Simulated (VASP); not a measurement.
Rb4O:

```
CELL_PARAMETERS angstrom
-3.71896 3.71896 3.71896
3.71896 -3.71896 3.71896
3.71896 3.71896 -3.71896
ATOMIC_POSITIONS crystal
Rb 0.00000 0.63058 0.00000
Rb 0.36942 0.36942 0.36942
Rb 0.00000 0.00000 0.63058
Rb 0.63058 0.00000 0.00000
O 0.00000 0.00000 0.00000
```

- Program: VASP 6.6.1
- Task: relaxation of cell and atoms
- Functional: PBE
- Potentials or basis: VASP PAW PBE potentials, release 64 (Rb_sv, O)
- Cutoff: 600 eV
- k mesh: 4 × 4 × 4
- Occupations: gaussian, width 0.1 eV
- Spin: no spin polarisation

At the start: pressure 4.7 GPa; volume 41.15 Å³/atom.

Q: Where does the relaxation end?

A: Over 10 steps the energy falls by 187.8 meV/atom and the volume is 65.13 Å³/atom (+58.3 %); space group I-43m (No. 217, to 0.05 Å).

Step by step:
```tsv
step	energy change (eV)	largest force (eV/Å)	pressure (GPa)	volume (Å³)
1	0.0000	0.9023	4.65	205.74
2	-0.6830	0.0479	1.10	243.41
3	-0.7094	0.4265	-0.33	276.69
4	-0.7382	0.3122	0.12	263.71
5	-0.7388	0.2945	0.18	262.02
6	-0.7594	0.2851	0.15	265.29
7	-0.8145	0.2537	0.08	275.29
8	-0.8951	0.1731	-0.01	296.03
9	-0.9302	0.0714	-0.02	340.59
10	-0.9388	0.0136	-0.03	325.65
```

Final structure:
```
Rb O
1.0
    -4.33408    4.33408    4.33408
     4.33408   -4.33408    4.33408
     4.33408    4.33408   -4.33408
Rb O
4 1
Direct
  0.00000 0.65854 0.00000
  0.34146 0.34146 0.34146
  0.00000 0.00000 0.65854
  0.65854 0.00000 0.00000
  0.00000 0.00000 0.00000
```

Caveat: the volume moved by over 15 % at a fixed basis, so the end points are rough.
